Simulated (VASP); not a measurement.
Set up this calculation in VASP 6.6.1, as the native input.

| Item | Value |
| --- | --- |
| Task | single point |
| Functional | r2SCAN |
| Potentials or basis | VASP PAW PBE potentials, release 64 (C_h, Si) |
| Cutoff | 910 eV |
| k mesh | 12 × 12 × 4 |
| Occupations | gaussian, width 0.01 eV |
| Spin | no spin polarisation |
| Dipole correction | no |
| Further INCAR settings | ALGO = Normal; EDIFF = 1e-06; NBANDS = 21 |

SiC5:

```
C Si
1.0
     2.72473    0.00000    0.00000
    -1.36237    2.35969    0.00000
     0.00000    0.00000    6.74512
C Si
5 1
Direct
  0.00000 0.00000 0.97209
  0.66667 0.33333 0.66968
  0.33333 0.66667 0.36564
  0.66667 0.33333 0.89629
  0.33333 0.66667 0.59295
  0.00000 0.00000 0.25335
```

These files were run (other wordings do the same):

POSCAR

```
SiC5
1.0
    2.7247302423      0.0000000000      0.0000000000
   -1.3623651212      2.3596856083      0.0000000000
    0.0000000000      0.0000000000      6.7451248089
C Si
5 1
Direct
    0.0000000000      0.0000000000     -0.0279056134
    0.6666666667      0.3333333333      0.6696755148
    0.3333333333      0.6666666667      0.3656409587
    0.6666666667      0.3333333333      0.8962861346
    0.3333333333      0.6666666667      0.5929510660
    0.0000000000      0.0000000000      0.2533519394
```

INCAR.step1

```
SYSTEM = SiC5
PREC = Accurate
ENCUT = 910
ISMEAR = 0
SIGMA = 0.01
LREAL = .FALSE.
LASPH = .TRUE.
NELM = 120
NBANDS = 21
GGA = PE
ALGO = Normal
EDIFF = 1E-5
LWAVE = .TRUE.
LCHARG = .FALSE.
GGA_COMPAT = .FALSE.
```

INCAR.step2

```
SYSTEM = SiC5
PREC = Accurate
ENCUT = 910
EDIFF = 1E-6
ISMEAR = 0
SIGMA = 0.01
LREAL = .FALSE.
LASPH = .TRUE.
NELM = 120
ALGO = Normal
ISIF = 2
LWAVE = .FALSE.
LCHARG = .TRUE.
METAGGA = R2SCAN
LMIXTAU = .TRUE.
LELF = .TRUE.
LVHAR = .TRUE.
NBANDS = 21
ISTART = 1
GGA_COMPAT = .FALSE.
```

KPOINTS

```
regular mesh
0
G
  12 12 4
  0 0 0
```

Potentials or basis: VASP PAW PBE potentials, release 64 (C_h, Si).

Launch:

```console
$ cat potpaw_PBE.64/C_h/POTCAR potpaw_PBE.64/Si/POTCAR > POTCAR
$ cp INCAR.step1 INCAR
$ mpirun -np 1 vasp_std > vasp.out
$ cp INCAR.step2 INCAR
$ mpirun -np 1 vasp_std > vasp.out
```

It gave:

* Pressure: -0.6 GPa
* Largest force: 0.056 eV/Å
* Band gap on the k mesh: 1.68 eV (least direct gap 3.73 eV)

Caveat: the cutoff is under 1.25 times the usual one of these potentials, so pressure, stress and relaxed cells hold a basis-set (Pulay) error; the PAW data sets were made with another functional, which shifts forces and pressure a little.

It took 8.2 min on 1 thread of AMD EPYC 7R13 Processor (Zen 3), with other jobs on the host, peak memory 0.27 GiB.
